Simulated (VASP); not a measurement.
# GaN (R-3m) in VASP: further runs

Runs on GaN. Level: PBEsol. Tasks: single point.

Everything below comes from runs of VASP 6.6.1. Logs are shortened: lines on timing, memory, paths and dates and some standing lists are left out, and cuts for length are marked.

### 1 The cell of the first run

Symmetry: R-3m, No. 166, trigonal system. Conventional cell: a = 2.846 Å, b = 2.846 Å, c = 6.764 Å, α = 90.00°, β = 90.00°, γ = 120.00°. Within 2.6 Å of Ga (site symmetry -3m) lie 6 N at 1.99 Å. N (site symmetry -3m) has 6 Ga at 1.99 Å within 2.6 Å.

### 2 Single point, PBEsol (equal xy, yz and zx shear strains of -2 %)

Contents of INCAR:

```
SYSTEM = GaN
ALGO = Normal ; EDIFF = 1E-6
ENCUT = 520 ; GGA = PS
ISIF = 2 ; ISMEAR = -1
LASPH = .True. ; LCHARG = .False.
LREAL = .False. ; LWAVE = .False.
NBANDS = 16 ; NELM = 100
PREC = Accurate ; SIGMA = 0.02
```

Contents of KPOINTS:

```
k-points
0
Gamma
  13 13 13
  0 0 0
```

Contents of POSCAR:

```
GaN
1.0
   -0.0398500000      1.9725750000      1.9725750000
    1.9725750000     -0.0398500000      1.9725750000
    1.9725750000      1.9725750000     -0.0398500000
Ga N
1 1
Direct
    0.5000000000      0.5000000000      0.5000000000
    0.0000000000      0.0000000000      0.0000000000
```

Potentials or basis: VASP PAW PBE potentials, release 64 (Ga_d, N).

The run is started by

```bash
> cat potpaw_PBE.64/Ga_d/POTCAR potpaw_PBE.64/N/POTCAR > POTCAR
> mpirun -np 1 vasp_std > vasp.out
```

OUTCAR:

```text
SYSTEM = GaN
   EDIFF = 1E-6
   ENCUT = 520
   GGA = PS
   ISIF = 2
   ISMEAR = -1
   LASPH = .True.
   LREAL = .False.
   NELM = 100
   PREC = Accurate

 ion  position               nearest neighbor table
   1  0.500  0.500  0.500-   2 1.99   2 1.99   2 1.99   2 1.99   2 1.99   2 1.99
   2  0.000  0.000  0.000-   1 1.99   1 1.99   1 1.99   1 1.99   1 1.99   1 1.99

  LATTYP: Found a trigonal (rhomboedric) cell.
 ALAT       =     2.7899269316
 COS(alpha) =     0.4797000918

  Lattice vectors:

 A1 = (  -0.0398500000,   1.9725750000,   1.9725750000)
 A2 = (   1.9725750000,  -0.0398500000,   1.9725750000)
 A3 = (   1.9725750000,   1.9725750000,  -0.0398500000)

Analysis of symmetry for initial positions (statically):
=====================================================================
 Subroutine PRICEL returns:
 Original cell was already a primitive cell.

 Routine SETGRP: Setting up the symmetry group for a
 trigonal (rhombohedral) supercell.

 Subroutine GETGRP returns: Found 12 space group operations
 (whereof 12 operations were pure point group operations)
 out of a pool of 12 trial point group operations.

The static configuration has the point symmetry D_3d.

Analysis of symmetry for dynamics (positions and initial velocities):
=====================================================================
 Subroutine PRICEL returns:
 Original cell was already a primitive cell.

 Routine SETGRP: Setting up the symmetry group for a
 trigonal (rhombohedral) supercell.

 Subroutine GETGRP returns: Found 12 space group operations
 (whereof 12 operations were pure point group operations)
 out of a pool of 12 trial point group operations.

The dynamic configuration has the point symmetry D_3d.

 Subroutine INISYM returns: Found 12 space group operations
 (whereof 12 operations are pure point group operations),
 and found     1 'primitive' translations

----------------------------------------------------------------------------------------

                                     Primitive cell

  volume of cell :      15.8159

  direct lattice vectors                    reciprocal lattice vectors
    -0.039850000  1.972575000  1.972575000    -0.245921194  0.250991734  0.250991734
     1.972575000 -0.039850000  1.972575000     0.250991734 -0.245921194  0.250991734
     1.972575000  1.972575000 -0.039850000     0.250991734  0.250991734 -0.245921194

  length of vectors
     2.789926932  2.789926932  2.789926932     0.431822805  0.431822805  0.431822805

  position of ions in fractional coordinates (direct lattice)
     0.500000000  0.500000000  0.500000000
     0.000000000  0.000000000  0.000000000

  ion indices of the primitive-cell ions
   primitive index   ion index
                 1           1
                 2           2

----------------------------------------------------------------------------------------

 KPOINTS: k-points

Automatic generation of k-mesh.
 Grid dimensions read from file:
 generate k-points for:   13   13   13

 Generating k-lattice:

  Cartesian coordinates                     Fractional coordinates (reciprocal lattice)
    -0.018917015  0.019307056  0.019307056     0.076923077  0.000000000  0.000000000
     0.019307056 -0.018917015  0.019307056     0.000000000  0.076923077  0.000000000
     0.019307056  0.019307056 -0.018917015     0.000000000  0.000000000  0.076923077

  Length of vectors
     0.033217139  0.033217139  0.033217139

  Shift w.r.t. Gamma in fractional coordinates (k-lattice)
     0.000000000  0.000000000  0.000000000

 Subroutine IBZKPT returns following result:
 ===========================================

 Found    231 irreducible k-points:

 Following reciprocal coordinates:
            Coordinates               Weight
  0.000000  0.000000  0.000000      1.000000
  0.076923  0.000000  0.000000      6.000000
  0.153846 -0.000000 -0.000000      6.000000
  0.230769 -0.000000 -0.000000      6.000000
  0.307692 -0.000000 -0.000000      6.000000
  0.384615  0.000000 -0.000000      6.000000
[... 16 lines left out ...]
  0.384615  0.153846 -0.000000     12.000000
  0.461538  0.153846 -0.000000     12.000000
 [... further k-points ...]
   k-points           NKPTS =    231   k-points in BZ     NKDIM =    231   number of bands    NBANDS=     16
   number of dos      NEDOS =    301   number of ions     NIONS =      2
   total plane-waves  NPLWV =  13824
   dimension x,y,z NGX =    24 NGY =   24 NGZ =   24
   dimension x,y,z NGXF=    48 NGYF=   48 NGZF=   48
   ions per type =               1   1
   NGX,Y,Z   is equivalent  to a cutoff of  14.30, 14.30, 14.30 a.u.
   NGXF,Y,Z  is equivalent  to a cutoff of  28.60, 28.60, 28.60 a.u.
 SYSTEM =  GaN
   PREC   = accura    normal or accurate (medium, high low for compatibility)
   ISTART =      0    job   : 0-new  1-cont  2-samecut
   ICHARG =      2    charge: 1-file 2-atom 10-const
   ISPIN  =      1    spin polarized calculation?
   LNONCOLLINEAR =      F non collinear calculations
   LSORBIT =      F    spin-orbit coupling
   LASPH  =      T    aspherical Exc in radial PAW
   ENCUT  =  520.0 eV  38.22 Ry    6.18 a.u.   5.19  5.19  5.19*2*pi/ulx,y,z
   NELM   =    100;   NELMIN=  2; NELMDL= -5     # of ELM steps
   EDIFF  = 0.1E-05   stopping-criterion for ELM
   LREAL  =      F    real-space projection
   EDIFFG = 0.1E-04   stopping-criterion for IOM
   NSW    =      0    number of steps for IOM
   IBRION =     -1    ionic relax: 0-MD 1-quasi-New 2-CG
   NFREE  =      0    steps in history (QN), initial steepest desc. (CG)
   ISIF   =      2    stress and relaxation
   ISYM   =      2    0-nonsym 1-usesym 2-fastsym
   POTIM  = 0.5000    time-step for ionic-motion
   TEBEG  =    0.0;   TEEND  =   0.0 temperature during run
   PSTRESS=    0.0 pullay stress
   NELECT =      18.0000    total number of electrons
   NUPDOWN=      -1.0000    fix difference up-down
   EMIN   =  10.00;   EMAX   =-10.00  energy-range for DOS
   EFERMI =   0.00;   METHOD = LEGACY
   ISMEAR =    -1;   SIGMA  =   0.02  broadening in eV -4-tet -1-fermi 0-gaus
   EFERMI_NEDOS =   21; number of points for ismear=-14 and -15
   IALGO  =     38    algorithm
   IMIX   =      4    mixing-type and parameters
     AMIX     =   0.40;   BMIX     =  1.00
     AMIX_MAG =   1.60;   BMIX_MAG =  1.00
  volume/ion in A,a.u.               =       7.91        53.37
  Fermi-wavevector in a.u.,A,eV,Ry     =   1.709232  3.229980 39.749076  2.921475
  Thomas-Fermi vector in A             =   2.787754
   LORBIT       =      0    0 simple, 1 ext, 2 COOP (PROOUT), +10 PAW based schemes
   GGA     = PS    functional components
   LHFCALC =     F    Hartree Fock is set to
   AEXX    =    0.0000 exact exchange contribution
   IVDW    =     0    specifies the selected vdW correction
   LEPSILON=     F    determine dielectric tensor
   LRPA    =     F    only Hartree local field effects (RPA)
 non-spin polarized calculation
  energy-cutoff  :      520.00
  volume of cell :       15.82
 maximum number of plane-waves:       438
 NGX is ok and might be reduce to    24
   NGX = 11   NGY = 11   NGZ = 11

 number of electron      18.0000001 magnetization

 Free energy of the ion-electron system (eV)
  ---------------------------------------------------
  ext. energy  EPLUGINS =         0.00000000
  ---------------------------------------------------
  free energy    TOTEN  =       -11.76455705 eV

  energy without entropy =      -11.76455705  energy(sigma->0) =      -11.76455705

 E-fermi :  10.8140     XC(G=0): -14.3310

 val. band max:       10.2833165348   @ k =  -0.2308   0.1538   0.0000
 cond. band min:      11.9922210329   @ k =   0.4615   0.4615   0.0000
 fundamental gap:      1.7089044981
 Fermi energy:        10.8140364942

 k-point     1 :       0.0000    0.0000    0.0000
  band No.  band energies     occupation
      1      -9.0867      2.00000
      2      -3.7881      2.00000
      3      -3.7881      2.00000
      4      -3.7535      2.00000
      5      -3.6131      2.00000
      6      -3.6131      2.00000
[... 8 lines left out ...]
     15      28.5463      0.00000
     16      28.5463      0.00000

 k-point     2 :       0.0769    0.0000    0.0000
  band No.  band energies     occupation
      1      -8.9501      2.00000
      2      -3.7957      2.00000
      3      -3.7846      2.00000
      4      -3.7447      2.00000
      5      -3.6293      2.00000
      6      -3.6249      2.00000
[... 8 lines left out ...]
     15      27.9704      0.00000
     16      28.5257      0.00000

 k-point     3 :       0.1538   -0.0000   -0.0000
  band No.  band energies     occupation
      1      -8.5467      2.00000
      2      -3.8259      2.00000
      3      -3.8049      2.00000
      4      -3.7460      2.00000
      5      -3.6398      2.00000
      6      -3.6268      2.00000
[... 8 lines left out ...]
     15      27.8562      0.00000
     16      28.6994      0.00000

 k-point     4 :       0.2308   -0.0000   -0.0000
  band No.  band energies     occupation
      1      -7.8980      2.00000
      2      -3.8808      2.00000
      3      -3.8781      2.00000
      4      -3.8137      2.00000
      5      -3.5837      2.00000
      6      -3.5798      2.00000
[... 8 lines left out ...]
     15      28.8175      0.00000
     16      29.8086      0.00000
[... 324 lines left out ...]
 k-point    22 :       0.3077    0.1538   -0.0000
  band No.  band energies     occupation
      1      -7.3019      2.00000
      2      -3.9514      2.00000
      3      -3.9027      2.00000
      4      -3.7372      2.00000
      5      -3.5242      2.00000
      6      -3.4768      2.00000
[... 8 lines left out ...]
     15      32.2588      0.00000
     16      33.8504      0.00000

 k-point    23 :       0.3846    0.1538   -0.0000
  band No.  band energies     occupation
      1      -6.5758      2.00000
      2      -4.0339      2.00000
      3      -3.8836      2.00000
      4      -3.8120      2.00000
      5      -3.4194      2.00000
      6      -3.3484      2.00000
[... 8 lines left out ...]
     15      32.5307      0.00000
     16      35.2417      0.00000

 k-point    24 :       0.4615    0.1538   -0.0000
  band No.  band energies     occupation
      1      -5.9351      2.00000
      2      -4.1115      2.00000
      3      -3.8990      2.00000
      4      -3.8168      2.00000
      5      -3.3893      2.00000
      6      -3.0961      2.00000
[... 8 lines left out ...]
     15      32.8792      0.00000
     16      36.5934      0.00000

 [... further k-points ...]
[... 5 lines left out ...]
  --------------------------------------------------------------------------------------
  -------------------------------------------------------------------------------------
  Total        5.8764543      5.8764543      5.8764543      0.5096285      0.5096285      0.5096285
  in kB      595.2948666    595.2948666    595.2948666     51.6262430     51.6262430     51.6262430
  external PRESSURE =     595.2948666 kB  Pullay stress =       0.0000000 kB

 VOLUME and BASIS-vectors are now :
 -----------------------------------------------------------------------------
  energy-cutoff  :      520.00
  volume of cell :       15.82
      direct lattice vectors                 reciprocal lattice vectors
    -0.039850000  1.972575000  1.972575000    -0.245921194  0.250991734  0.250991734
     1.972575000 -0.039850000  1.972575000     0.250991734 -0.245921194  0.250991734
     1.972575000  1.972575000 -0.039850000     0.250991734  0.250991734 -0.245921194

 POSITION                                       TOTAL-FORCE (eV/Angst)
 -----------------------------------------------------------------------------------
      1.95265      1.95265      1.95265        -0.000000     -0.000000      0.000000
      0.00000      0.00000      0.00000         0.000000      0.000000     -0.000000
 -----------------------------------------------------------------------------------
    total drift:                                0.000000     -0.000000      0.000000

  FREE ENERGIE OF THE ION-ELECTRON SYSTEM (eV)
  ---------------------------------------------------
  free  energy   TOTEN  =       -11.7645570454 eV

  energy  without entropy=      -11.7645570454  energy(sigma->0) =      -11.76455705
```

Wall time 39 s (1 thread of Intel Xeon Platinum 8259CL at 2.50GHz (Skylake/Cascade Lake), shared host); peak memory 0.18 GiB.

Results:

- Free energy: -11.7646 eV
- Pressure: 59.5 GPa
- Band gap on the k mesh: 1.71 eV, indirect (least direct gap 4.90 eV)

Stress tensor (GPa, compression positive):
```
59.53  5.16  5.16
 5.16 59.53  5.16
 5.16  5.16 59.53
```

Caveat: the cell differs from its parent crystal (equal xy, yz and zx shear strains of -2 %); the PAW data sets were made with another functional, which shifts forces and pressure a little.

### 3 Single point, PBEsol (equal xy, yz and zx shear strains of +1 %)

Contents of INCAR:

```
PREC = Accurate
ENCUT = 520
EDIFF = 1E-7
ISMEAR = -1
SIGMA = 0.02
LREAL = F
LASPH = T
NELM = 80
ALGO = Normal
ISIF = 2
LWAVE = F
LCHARG = F
GGA = PS
NBANDS = 16
```

Contents of KPOINTS:

```
regular mesh
0
Gamma
  13 13 13
```

Contents of POSCAR:

```
GaN
1.0
    0.0199250000      2.0024625000      2.0024625000
    2.0024625000      0.0199250000      2.0024625000
    2.0024625000      2.0024625000      0.0199250000
Ga N
1 1
Direct
    0.5000000000      0.5000000000      0.5000000000
    0.0000000000      0.0000000000      0.0000000000
```

Potentials or basis: VASP PAW PBE potentials, release 64 (Ga_d, N).

The run is started by

```bash
> cat potpaw_PBE.64/Ga_d/POTCAR potpaw_PBE.64/N/POTCAR > POTCAR
> mpirun -np 1 vasp_std > vasp.out
```

Wall time 45 s (1 thread of Intel Xeon Platinum 8259CL at 2.50GHz (Skylake/Cascade Lake), shared host); peak memory 0.18 GiB.

Results (log left out):

```yaml
Free_energy: -11.7775 eV
Pressure: 59.5 GPa
Band_gap_on_the_k_mesh: 1.76 eV, indirect (least direct gap 5.13 eV)
```

Stress tensor (GPa, compression positive):
```
59.52 -2.69 -2.69
-2.69 59.52 -2.69
-2.69 -2.69 59.52
```

Levels at points of the mesh, in eV from the valence-band top:
```
           k point  band 7  band 8  band 9  band 10  band 11  band 12
(0.00, 0.00, 0.00)   -0.97   -0.74   -0.74     4.39    15.31    15.81
```

Caveat: the cell differs from its parent crystal (equal xy, yz and zx shear strains of +1 %); the PAW data sets were made with another functional, which shifts forces and pressure a little.

### 4 Single point, PBEsol (equal xy, yz and zx shear strains of +3 %)

Contents of INCAR:

```
SYSTEM = GaN
PREC     = Accurate       ! precision mode
ENCUT    = 520            ! plane-wave cutoff, eV
EDIFF    = 1E-6           ! SCF threshold, eV
ISMEAR   = -1             ! smearing method
SIGMA    = 0.02           ! smearing width, eV
LREAL    = .FALSE.        ! projectors in reciprocal space
LASPH    = .TRUE.         ! aspherical terms in the spheres
NELM     = 80             ! most SCF steps
ALGO     = Normal         ! electronic algorithm
ISIF     = 2              ! what is computed and relaxed
LWAVE    = .FALSE.        ! write WAVECAR
LCHARG   = .FALSE.        ! write CHGCAR
GGA      = PS             ! functional
NBANDS   = 16             ! bands
```

Contents of KPOINTS:

```
Automatic mesh
0
G
  13 13 13
  0 0 0
```

Contents of POSCAR:

```
GaN
1.0
    0.0597750000      2.0223875000      2.0223875000
    2.0223875000      0.0597750000      2.0223875000
    2.0223875000      2.0223875000      0.0597750000
Ga N
1 1
Direct
    0.5000000000      0.5000000000      0.5000000000
    0.0000000000      0.0000000000      0.0000000000
```

The run is started by

```bash
> cat potpaw_PBE.64/Ga_d/POTCAR potpaw_PBE.64/N/POTCAR > POTCAR
> mpirun -np 1 vasp_std > vasp.out
```

It took 37 s on 1 thread of Intel Xeon Platinum 8259CL at 2.50GHz (Skylake/Cascade Lake), shared host; peak memory 0.18 GiB.

The run converged. Its results:

```
Free energy            : -11.7419 eV
Pressure               : 59.7 GPa
Band gap on the k mesh : 1.61 eV, indirect (least direct gap 4.91 eV)
```

Stress tensor (GPa, compression positive):
```
59.72 -8.31 -8.31
-8.31 59.72 -8.31
-8.31 -8.31 59.72
```

Levels at points of the mesh, in eV from the valence-band top:
| k point | band 6 | band 7 | band 8 | band 9 | band 10 | band 11 | band 12 | band 13 |
| --- | --- | --- | --- | --- | --- | --- | --- | --- |
| (0.00, 0.00, 0.00) | -13.97 | -1.41 | -0.69 | -0.69 | 4.22 | 14.63 | 16.05 | 16.05 |

Caveat: the cell differs from its parent crystal (equal xy, yz and zx shear strains of +3 %); the PAW data sets were made with another functional, which shifts forces and pressure a little.

### 5 Overview

| cell | gap on the mesh (eV) | pressure (GPa) |
| --- | --- | --- |
| a = 2.790 Å, angles 61.3°, 2 atoms | 1.71 | 59.5 |
| a = 2.832 Å, angles 59.3°, 2 atoms | 1.76 | 59.5 |
| a = 2.861 Å, angles 58.0°, 2 atoms | 1.61 | 59.7 |

Alike in all rows: task single point; level PBEsol; potentials or basis VASP PAW PBE potentials, release 64 (Ga_d, N); no spin polarisation; k mesh 13 × 13 × 13; cutoff (eV) 520; smearing fermi-dirac 0.02 eV.

Caveats: the PAW data sets were made with another functional, which shifts forces and pressure a little.

Absolute energies hang on the potentials; compare differences alone.
